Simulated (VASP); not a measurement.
Wanted: the native input for a VASP 6.6.1 run.

| Item | Value |
| --- | --- |
| Task | single point |
| Functional | LDA |
| Potentials or basis | VASP PAW LDA potentials, release 64 (Cu) |
| Cutoff | 520 eV |
| k mesh | 9 × 9 × 3 |
| Occupations | fermi-dirac, width 0.1 eV |
| Spin | no spin polarisation |
| Dipole correction | no |
| Further INCAR settings | ALGO = Normal; EDIFF = 1e-07; NBANDS = 30 |

The structure of Cu lies in POSCAR:

```
Cu
1.0
    2.5307640000      0.0000000000      0.0000000000
   -1.2653820000      2.1917060000      0.0000000000
    0.0000000000      0.0000000000      8.2618150000
Cu
4
Direct
    0.0000000000      0.0000000000      0.0000000000
    0.3333333333      0.6666666667      0.2500000000
    0.0000000000      0.0000000000      0.5000000000
    0.6666666667      0.3333333333      0.7500000000
```

The input as run:

INCAR

```
SYSTEM = Cu
ALGO = Normal
EDIFF = 1E-7
ENCUT = 520
GGA = CA
ISIF = 2
ISMEAR = -1
LASPH = .TRUE.
LCHARG = .FALSE.
LREAL = .FALSE.
LWAVE = .FALSE.
NBANDS = 30
NELM = 80
PREC = Accurate
SIGMA = 0.1
```

KPOINTS

```
k-points
0
G
  9 9 3
  0 0 0
```

Potentials or basis: VASP PAW LDA potentials, release 64 (Cu).

Launch:

```console
$ cat potpaw_LDA.64/Cu/POTCAR > POTCAR
$ mpirun -np 1 vasp_std > vasp.out
```

Results of the run:

```json
{"Pressure": "-7.5 GPa", "Band gap on the k mesh": "zero (band 22 reaches 11.09 eV, above the bottom of band 23 at 5.93 eV)"}
```

Run time: 20 s on 1 thread of Intel(R) Xeon(R) 6975P-C (Granite Rapids), with other jobs on the host, peak memory 0.15 GiB.
